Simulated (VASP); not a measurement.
# Ca in VASP: notebook

Ca is run at these levels: PBE; tasks: single point.

All numbers are computed with VASP 6.6.1; they aren't measurements. Logs are shortened: lines on timing, memory, paths and dates and some standing lists are left out, and cuts for length are marked.

### 1 The cell of the first run

The typed cell holds 2 atoms: a = 3.980 Å, b = 3.980 Å, c = 6.520 Å, α = 90.00°, β = 90.00°, γ = 120.00°.

### 2 Single point, PBE

INCAR reads:

```
SYSTEM = Ca
PREC     = Accurate       ! precision mode
ENCUT    = 520            ! plane-wave cutoff, eV
EDIFF    = 1E-7           ! SCF threshold, eV
ISMEAR   = -1             ! smearing method
SIGMA    = 0.05           ! smearing width, eV
LREAL    = .FALSE.        ! projectors in reciprocal space
LASPH    = .TRUE.         ! aspherical terms in the spheres
NELM     = 100            ! most SCF steps
ALGO     = Normal         ! electronic algorithm
ISIF     = 2              ! what is computed and relaxed
LWAVE    = .FALSE.        ! write WAVECAR
LCHARG   = .TRUE.         ! write CHGCAR
GGA      = PE             ! functional
LELF     = .TRUE.         ! ELF
LVHAR    = .TRUE.       
NBANDS   = 17             ! bands
```

KPOINTS reads:

```
Automatic mesh
0
G
  5 5 2
  0 0 0
```

POSCAR reads:

```
Ca
1.0
    3.9800000000      0.0000000000      0.0000000000
   -1.9900000000      3.4467811071      0.0000000000
    0.0000000000      0.0000000000      6.5200000000
Ca
2
Direct
    0.6720980000      0.3383160000      0.7552640000
    0.3334150000      0.6718980000      0.2481570000
```

Potentials or basis: VASP PAW PBE potentials, release 64 (Ca_sv).

Command:

```
$ cat potpaw_PBE.64/Ca_sv/POTCAR > POTCAR
$ mpirun -np 1 vasp_std > vasp.out
```

OUTCAR:

```text
SYSTEM = Ca
   PREC = Accurate
   ENCUT = 520
   EDIFF = 1E-7
   ISMEAR = -1
   LREAL = .FALSE.
   LASPH = .TRUE.
   NELM = 100
   ISIF = 2
   GGA = PE

 ion  position               nearest neighbor table
   1  0.672  0.338  0.755-
   2  0.333  0.672  0.248-

  LATTYP: Found a hexagonal cell.
 ALAT       =     3.9800000000
 C/A-ratio  =     1.6381909548

  Lattice vectors:

 A1 = (   3.9800000000,   0.0000000000,   0.0000000000)
 A2 = (  -1.9900000000,   3.4467811071,   0.0000000000)
 A3 = (   0.0000000000,   0.0000000000,   6.5200000000)

Analysis of symmetry for initial positions (statically):
=====================================================================
 Subroutine PRICEL returns:
 Original cell was already a primitive cell.

 Routine SETGRP: Setting up the symmetry group for a
 hexagonal supercell.

 Subroutine GETGRP returns: Found  2 space group operations
 (whereof  1 operations were pure point group operations)
 out of a pool of 24 trial point group operations.

The static configuration has the point symmetry C_1 .
 The point group associated with its full space group is S_2 .

Analysis of symmetry for dynamics (positions and initial velocities):
=====================================================================
 Subroutine PRICEL returns:
 Original cell was already a primitive cell.

 Routine SETGRP: Setting up the symmetry group for a
 hexagonal supercell.

 Subroutine GETGRP returns: Found  2 space group operations
 (whereof  1 operations were pure point group operations)
 out of a pool of 24 trial point group operations.

The dynamic configuration has the point symmetry C_1 .
 The point group associated with its full space group is S_2 .

 Subroutine INISYM returns: Found  2 space group operations
 (whereof  1 operations are pure point group operations),
 and found     1 'primitive' translations

----------------------------------------------------------------------------------------

                                     Primitive cell

  volume of cell :      89.4426

  direct lattice vectors                    reciprocal lattice vectors
     3.980000000  0.000000000  0.000000000     0.251256281  0.145062882  0.000000000
    -1.990000000  3.446781107  0.000000000     0.000000000  0.290125763  0.000000000
     0.000000000  0.000000000  6.520000000     0.000000000  0.000000000  0.153374233

  length of vectors
     3.980000000  3.980000000  6.520000000     0.290125763  0.290125763  0.153374233

  position of ions in fractional coordinates (direct lattice)
     0.672098000  0.338316000  0.755264000
     0.333415000  0.671898000  0.248157000

  ion indices of the primitive-cell ions
   primitive index   ion index
                 1           1
                 2           2

----------------------------------------------------------------------------------------

 KPOINTS: Automatic mesh

Automatic generation of k-mesh.
 Grid dimensions read from file:
 generate k-points for:    5    5    2

 Generating k-lattice:

  Cartesian coordinates                     Fractional coordinates (reciprocal lattice)
     0.050251256  0.029012576  0.000000000     0.200000000  0.000000000  0.000000000
     0.000000000  0.058025153  0.000000000     0.000000000  0.200000000  0.000000000
     0.000000000  0.000000000  0.076687117     0.000000000  0.000000000  0.500000000

  Length of vectors
     0.058025153  0.058025153  0.076687117

  Shift w.r.t. Gamma in fractional coordinates (k-lattice)
     0.000000000  0.000000000  0.000000000

 Subroutine IBZKPT returns following result:
 ===========================================

 Found     26 irreducible k-points:

 Following reciprocal coordinates:
            Coordinates               Weight
  0.000000  0.000000  0.000000      1.000000
  0.200000  0.000000  0.000000      2.000000
  0.000000  0.200000  0.000000      2.000000
 -0.200000  0.200000  0.000000      2.000000
  0.400000  0.000000  0.000000      2.000000
  0.000000  0.400000  0.000000      2.000000
[... 16 lines left out ...]
 -0.400000  0.200000  0.500000      2.000000
  0.400000  0.200000  0.500000      2.000000
 [... further k-points ...]
   k-points           NKPTS =     26   k-points in BZ     NKDIM =     26   number of bands    NBANDS=     17
   number of dos      NEDOS =    301   number of ions     NIONS =      2
   total plane-waves  NPLWV =  43200
   dimension x,y,z NGX =    30 NGY =   30 NGZ =   48
   dimension x,y,z NGXF=    60 NGYF=   60 NGZF=   96
   ions per type =               2
   NGX,Y,Z   is equivalent  to a cutoff of  12.53, 12.53, 12.24 a.u.
   NGXF,Y,Z  is equivalent  to a cutoff of  25.06, 25.06, 24.48 a.u.
 SYSTEM =  Ca
   PREC   = accura    normal or accurate (medium, high low for compatibility)
   ISTART =      0    job   : 0-new  1-cont  2-samecut
   ICHARG =      2    charge: 1-file 2-atom 10-const
   ISPIN  =      1    spin polarized calculation?
   LNONCOLLINEAR =      F non collinear calculations
   LSORBIT =      F    spin-orbit coupling
   LASPH  =      T    aspherical Exc in radial PAW
   ENCUT  =  520.0 eV  38.22 Ry    6.18 a.u.   7.40  7.40 12.12*2*pi/ulx,y,z
   NELM   =    100;   NELMIN=  2; NELMDL= -5     # of ELM steps
   EDIFF  = 0.1E-06   stopping-criterion for ELM
   LREAL  =      F    real-space projection
   EDIFFG = 0.1E-05   stopping-criterion for IOM
   NSW    =      0    number of steps for IOM
   IBRION =     -1    ionic relax: 0-MD 1-quasi-New 2-CG
   NFREE  =      0    steps in history (QN), initial steepest desc. (CG)
   ISIF   =      2    stress and relaxation
   ISYM   =      2    0-nonsym 1-usesym 2-fastsym
   POTIM  = 0.5000    time-step for ionic-motion
   TEBEG  =    0.0;   TEEND  =   0.0 temperature during run
   PSTRESS=    0.0 pullay stress
   NELECT =      20.0000    total number of electrons
   NUPDOWN=      -1.0000    fix difference up-down
   EMIN   =  10.00;   EMAX   =-10.00  energy-range for DOS
   EFERMI =   0.00;   METHOD = LEGACY
   ISMEAR =    -1;   SIGMA  =   0.05  broadening in eV -4-tet -1-fermi 0-gaus
   EFERMI_NEDOS =   21; number of points for ismear=-14 and -15
   IALGO  =     38    algorithm
   IMIX   =      4    mixing-type and parameters
     AMIX     =   0.40;   BMIX     =  1.00
     AMIX_MAG =   1.60;   BMIX_MAG =  1.00
  volume/ion in A,a.u.               =      44.72       301.79
  Fermi-wavevector in a.u.,A,eV,Ry     =   0.993657  1.877740 13.433783  0.987355
  Thomas-Fermi vector in A             =   2.125555
   LORBIT       =      0    0 simple, 1 ext, 2 COOP (PROOUT), +10 PAW based schemes
   GGA     = PE    functional components
   LHFCALC =     F    Hartree Fock is set to
   AEXX    =    0.0000 exact exchange contribution
   IVDW    =     0    specifies the selected vdW correction
   LEPSILON=     F    determine dielectric tensor
   LRPA    =     F    only Hartree local field effects (RPA)
 non-spin polarized calculation
  energy-cutoff  :      520.00
  volume of cell :       89.44
 maximum number of plane-waves:      2436
 NGX is ok and might be reduce to    30
   NGX = 15   NGY = 15   NGZ = 25

 number of electron      20.0000000 magnetization

 Free energy of the ion-electron system (eV)
  ---------------------------------------------------
  ext. energy  EPLUGINS =         0.00000000
  ---------------------------------------------------
  free energy    TOTEN  =        -3.78346917 eV

  energy without entropy =       -3.75694258  energy(sigma->0) =       -3.77020587

 E-fermi :   1.7923     XC(G=0):  -7.5551

 val. band max:        1.6231865454   @ k =   0.2000   0.0000   0.0000
 cond. band min:       1.7999070523   @ k =   0.4000   0.0000   0.0000
 fundamental gap:      0.1767205069
 Fermi energy:         1.7922734170

 k-point     1 :       0.0000    0.0000    0.0000
  band No.  band energies     occupation
      1     -40.3879      2.00000
      2     -40.3777      2.00000
      3     -21.4140      2.00000
      4     -21.3332      2.00000
      5     -21.3320      2.00000
      6     -21.3171      2.00000
[... 9 lines left out ...]
     16       4.2839      0.00000
     17       4.6716      0.00000

 k-point     2 :       0.2000    0.0000    0.0000
  band No.  band energies     occupation
      1     -40.3846      2.00000
      2     -40.3761      2.00000
      3     -21.4005      2.00000
      4     -21.3625      2.00000
      5     -21.3472      2.00000
      6     -21.3413      2.00000
[... 9 lines left out ...]
     16       4.4058      0.00000
     17       4.4321      0.00000

 k-point     3 :       0.0000    0.2000    0.0000
  band No.  band energies     occupation
      1     -40.3846      2.00000
      2     -40.3761      2.00000
      3     -21.4007      2.00000
      4     -21.3622      2.00000
      5     -21.3471      2.00000
      6     -21.3417      2.00000
[... 9 lines left out ...]
     16       4.4021      0.00000
     17       4.4287      0.00000

 k-point     4 :      -0.2000    0.2000    0.0000
  band No.  band energies     occupation
      1     -40.3846      2.00000
      2     -40.3761      2.00000
      3     -21.4009      2.00000
      4     -21.3617      2.00000
      5     -21.3470      2.00000
      6     -21.3422      2.00000
[... 9 lines left out ...]
     16       4.3990      0.00000
     17       4.4363      0.00000
[... 343 lines left out ...]
      1     -40.3776      2.00000
      2     -40.3769      2.00000
      3     -21.3987      2.00000
      4     -21.3978      2.00000
      5     -21.3557      2.00000
      6     -21.3523      2.00000
[... 9 lines left out ...]
     16       4.3849      0.00000
     17       5.2753      0.00000

 k-point    23 :      -0.4000    0.2000    0.5000
  band No.  band energies     occupation
      1     -40.3776      2.00000
      2     -40.3769      2.00000
      3     -21.3991      2.00000
      4     -21.3983      2.00000
      5     -21.3551      2.00000
      6     -21.3519      2.00000
[... 9 lines left out ...]
     16       4.3879      0.00000
     17       5.2857      0.00000

 k-point    24 :       0.4000    0.2000    0.5000
  band No.  band energies     occupation
      1     -40.3754      2.00000
      2     -40.3752      2.00000
      3     -21.4131      2.00000
      4     -21.4121      2.00000
      5     -21.3698      2.00000
      6     -21.3670      2.00000
[... 9 lines left out ...]
     16       4.4582      0.00000
     17       5.4948      0.00000

 [... further k-points ...]
[... 5 lines left out ...]
  --------------------------------------------------------------------------------------
  -------------------------------------------------------------------------------------
  Total       -0.5452607     -0.5436663     -0.2915697      0.0204891      0.0000102      0.0015403
  in kB       -9.7672082     -9.7386475     -5.2228625      0.3670193      0.0001831      0.0275919
  external PRESSURE =      -8.2429061 kB  Pullay stress =       0.0000000 kB

 VOLUME and BASIS-vectors are now :
 -----------------------------------------------------------------------------
  energy-cutoff  :      520.00
  volume of cell :       89.44
      direct lattice vectors                 reciprocal lattice vectors
     3.980000000  0.000000000  0.000000000     0.251256281  0.145062882  0.000000000
    -1.990000000  3.446781107  0.000000000     0.000000000  0.290125763  0.000000000
     0.000000000  0.000000000  6.520000000     0.000000000  0.000000000  0.153374233

 POSITION                                       TOTAL-FORCE (eV/Angst)
 -----------------------------------------------------------------------------------
      2.00170      1.16610      4.92432        -0.008186      0.000186     -0.049816
     -0.01009      2.31589      1.61798         0.008186     -0.000186      0.049816
 -----------------------------------------------------------------------------------
    total drift:                                0.000003     -0.000012      0.000013

  FREE ENERGIE OF THE ION-ELECTRON SYSTEM (eV)
  ---------------------------------------------------
  free  energy   TOTEN  =        -3.7834691734 eV

  energy  without entropy=       -3.7569425755  energy(sigma->0) =       -3.77020587
```

It took 24 s on 1 thread of Intel Xeon 6975P-C (Granite Rapids), shared host; peak memory 0.2 GiB.

Results:

| Property | Result |
| --- | --- |
| Free energy | -3.7835 eV |
| Pressure | -0.8 GPa |
| Largest force | 0.050 eV/Å |
| Band gap on the k mesh | zero (band 10 reaches 1.86 eV, above the bottom of band 11 at 1.53 eV) |

Forces on the atoms (eV/Å):
```
Ca  -0.008  0.000 -0.050
Ca   0.008  0.000  0.050
```

Caveat: the k points lie up to 0.48 Å⁻¹ apart.

(Continued in part 2 of 3.)
